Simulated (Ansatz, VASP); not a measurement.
## Ag2B3: VASP beside Ansatz

```xyz
5
Lattice="1.5049 0.8689 7.3901 -1.5049 0.8689 7.3901 0.0000 -1.7377 7.3901" Properties=species:S:1:pos:R:3 pbc="T T T"
Ag    0.0000    0.0000    8.9655
Ag    0.0000    0.0000   13.2049
B     0.0000    0.0000    0.0000
B     0.0000    0.0000    3.6981
B     0.0000    0.0000   18.4723
```

Alike in both runs: task relaxation of cell and atoms; functional PBE; k mesh 12 × 12 × 12; occupations gaussian, width 0.1 eV; no spin polarisation.

|  | VASP | Ansatz |
| --- | --- | --- |
| version | VASP 6.6.1 | Ansatz 0.2.0 |
| potentials or method | VASP PAW PBE potentials, release 64 (Ag, B), cutoff 600 eV | scalar-relativistic, plane waves, PAW |
| valence electrons in the cell | 31 | 47 |

```tsv
	VASP	Ansatz	Ansatz less VASP
gap on the k mesh at the Fermi level, each at its own relaxed structure (eV)	none	none	-
relaxed volume (Å³/atom)	11.58	11.59	+0.009
relaxed length of the cell vector where the two differ most in proportion (Å)	7.671	7.672	+0.0011
```

A gap of «none» marks a metal or a gap that the smearing closes. VASP's potentials hold 31 valence electrons a cell and Ansatz's 47, so a difference there can come from the potentials and not from the codes.
